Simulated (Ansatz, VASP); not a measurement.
**Te in VASP and in Ansatz**

```
Te
1.0
     0.00000    2.46594    2.46594
     2.46594    0.00000    2.46594
     2.46594    2.46594    0.00000
Te
1
Direct
  0.00000 0.00000 0.00000
```

Alike in both runs: task single point; functional revPBE; k mesh 13 × 13 × 13; occupations fermi-dirac, width 0.1 eV; no spin polarisation.

|  | VASP | Ansatz |
| --- | --- | --- |
| version | VASP 6.6.1 | Ansatz 0.2.0 |
| potentials or method | VASP PAW PBE potentials, release 64 (Te), cutoff 520 eV | plane waves (420 eV) with PAW, scalar-relativistic |
| valence electrons in the cell | 6 | 16 |

|  | VASP | Ansatz | Ansatz less VASP |
| --- | --- | --- | --- |
| pressure (GPa) | -1.9 | -1.7 | +0.12 |

VASP's potentials were made for PBE, not for revPBE. VASP's potentials hold 6 valence electrons a cell and Ansatz's 16, so a difference there can come from the potentials and not from the codes.

Spin-orbit coupling is off throughout.
